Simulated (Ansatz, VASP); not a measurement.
# Two plane-wave programs on BaZrO3

```
Ba Zr O
1.0
     4.18150    0.00000    0.00000
     0.00000    4.18150    0.00000
     0.00000    0.00000    4.18150
Ba Zr O
1 1 3
Direct
  0.50000 0.48098 0.48098
  0.00000 0.00000 0.00000
  0.50000 0.00000 0.00000
  0.00000 0.50000 0.00000
  0.00000 0.00000 0.50000
```

Change from the starting cell: all Ba atoms moved +0.113 Å, as atom 1 towards its neighbour atom 3 (O) at 2.957 Å.

Alike in both runs: task single point; functional PBE; k mesh 6 × 6 × 6; occupations gaussian, width 0.05 eV; no spin polarisation.

|  | VASP | Ansatz |
| --- | --- | --- |
| version | VASP 6.6.1 | Ansatz 0.2.0 |
| potentials or method | VASP PAW PBE potentials, release 64 (Ba_sv, Zr_sv, O), cutoff 520 eV | scalar-relativistic, plane waves, PAW |
| valence electrons in the cell | 40 | 40 |

|  | VASP | Ansatz | Ansatz less VASP |
| --- | --- | --- | --- |
| gap on the k mesh at the Fermi level (eV) | 3.19 | 3.24 | +0.050 |
| least direct gap on the mesh (eV) | 3.41 | 3.43 | +0.022 |
| pressure (GPa) | 6.6 | 5.5 | -1.09 |
| traceless stress, the component that is largest in VASP (GPa) | 0.26 | 0.24 | -0.019 |
| rms of the force components (eV/Å) | 0.164 | 0.153 | -0.0102 |

Atom by atom the forces differ by 0.016 eV/Å (rms over components). The functional is the same, so the differences come from potentials, cutoffs and numerics.

Neither program's run includes spin-orbit coupling.
